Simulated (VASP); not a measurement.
# TePb: dielectric tensor with r2SCAN

TePb:

```
Pb Te
1.0
     0.00000    3.36587    3.36587
     3.36587    0.00000    3.36587
     3.36587    3.36587    0.00000
Pb Te
1 1
Cartesian
  0.0000 0.0000 0.0000
  3.3659 3.3659 3.3659
```

This cell differs from its parent crystal: strain +3.0%.

```json
{
  "Program": "VASP 6.6.1",
  "Task": "dielectric tensor",
  "Functional": "r2SCAN",
  "Potentials or basis": "VASP PAW PBE potentials, release 64 (Pb_d, Te)",
  "Cutoff": "520 eV",
  "k mesh": "6 × 6 × 6",
  "Occupations": "gaussian, width 0.01 eV",
  "Spin": "no spin polarisation",
  "Dipole correction": "no",
  "Further INCAR settings": "ALGO = Normal; EDIFF = 1e-08"
}
```

```yaml
Band_gap_on_the_k_mesh: 1.24 eV
Electronic_dielectric_tensor_diagonal: 19.79
Born_charges_mean_of_the_diagonal: Pb +5.59; Te -5.59 e
```

Levels at points of the mesh, in eV from the valence-band top:
```tsv
k point	band 8	band 9	band 10	band 11	band 12	band 13
(0.00, 0.00, 0.00)	-1.00	-1.00	-1.00	4.21	4.21	4.21
(0.50, 0.00, 0.00)	-0.61	-0.61	0.00	1.24	1.72	1.72
(0.50, 0.50, 0.00)	-3.73	-2.25	-2.25	4.10	5.39	5.39
```

Electronic dielectric tensor:
```
19.79  0.00  0.00
 0.00 19.79  0.00
 0.00  0.00 19.79
```

Born effective charge tensors (e):
atom 1, Pb
```
5.59 0.00 0.00
0.00 5.59 0.00
0.00 0.00 5.59
```
atom 2, Te
```
-5.59  0.00  0.00
 0.00 -5.59  0.00
 0.00  0.00 -5.59
```

Dipole moments of the cell (e·Å, modulo the quantum): ionic -20.195, -20.195, -20.195; electronic 0.000, 0.000, 0.079

Wall time 41 min on 1 thread of Intel(R) Xeon(R) Platinum 8559C (Emerald Rapids) (shared host), peak memory 0.46 GiB.

Caveat: the cell differs from its parent crystal (strain +3.0%); the structure was generated, so it needn't be the stable form of TePb; spin-orbit coupling is left out, which moves the levels of the heavy elements. A k mesh can miss the band edges.
